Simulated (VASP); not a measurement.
## GaN: relaxation of cell and atoms with PBEsol

The system is GaN.

```
CELL_PARAMETERS angstrom
0.00000 2.24912 2.24912
2.24912 0.00000 2.24912
2.24912 2.24912 0.00000
ATOMIC_POSITIONS crystal
Ga 0.00000 0.00000 0.00000
N 0.75000 0.75000 0.75000
```

| Quantity | Value |
| --- | --- |
| Program | VASP 6.6.1 |
| Task | relaxation of cell and atoms |
| Functional | PBEsol |
| Potentials or basis | VASP PAW PBE potentials, release 64 (Ga_d, N) |
| Cutoff | 600 eV |
| k mesh | 10 × 10 × 10 |
| Occupations | gaussian, width 0.01 eV |
| Spin | no spin polarisation |
| Dipole correction | no |
| Further INCAR settings | ALGO = Normal; EDIFF = 1e-06; IBRION = 2; EDIFFG = -0.001; NSW = 80; ISIF = 3 |

```
Relaxed volume                         : 11.35 Å³/atom
Relaxed cell                           : a = 3.179 Å, b = 3.179 Å, c = 3.179 Å, α = 60.00°, β = 60.00°, γ = 60.00°
Space group after relaxing (to 0.05 Å) : F-43m (No. 216)
Energy gained by relaxing              : 0.0 meV/atom
Ionic steps                            : 7
Pressure after relaxing                : 0.0 GPa
Band gap on the k mesh                 : 1.73 eV, direct
```

Final structure:
```yaml
crystal:
  lattice:
    - [0.00000, 2.24759, 2.24759]
    - [2.24759, 0.00000, 2.24759]
    - [2.24759, 2.24759, 0.00000]
  atoms:
    - { symbol: Ga, position: [0.00000, 0.00000, 0.00000] }
    - { symbol: N, position: [0.75000, 0.75000, 0.75000] }
```

Levels at points of the mesh, in eV from the valence-band top:
| k point | band 5 | band 6 | band 7 | band 8 | band 9 | band 10 | band 11 | band 12 | band 13 |
| --- | --- | --- | --- | --- | --- | --- | --- | --- | --- |
| (0.00, 0.00, 0.00) | -13.08 | -13.08 | 0.00 | 0.00 | 0.00 | 1.73 | 10.25 | 10.25 | 10.25 |
| (0.50, 0.00, 0.00) | -13.03 | -11.83 | -7.17 | -0.99 | -0.99 | 4.62 | 8.67 | 10.30 | 10.30 |
| (0.50, 0.50, 0.00) | -13.00 | -11.40 | -6.21 | -2.76 | -2.76 | 3.23 | 6.61 | 11.63 | 13.96 |

Run time: 36 s on 1 thread of Intel Xeon 6975P-C, on a shared host, peak memory 0.18 GiB.

Caveat: the PAW data sets were made with another functional, which shifts forces and pressure a little. Expect the measured gap to be larger: semilocal functionals such as PBEsol lack the derivative discontinuity.
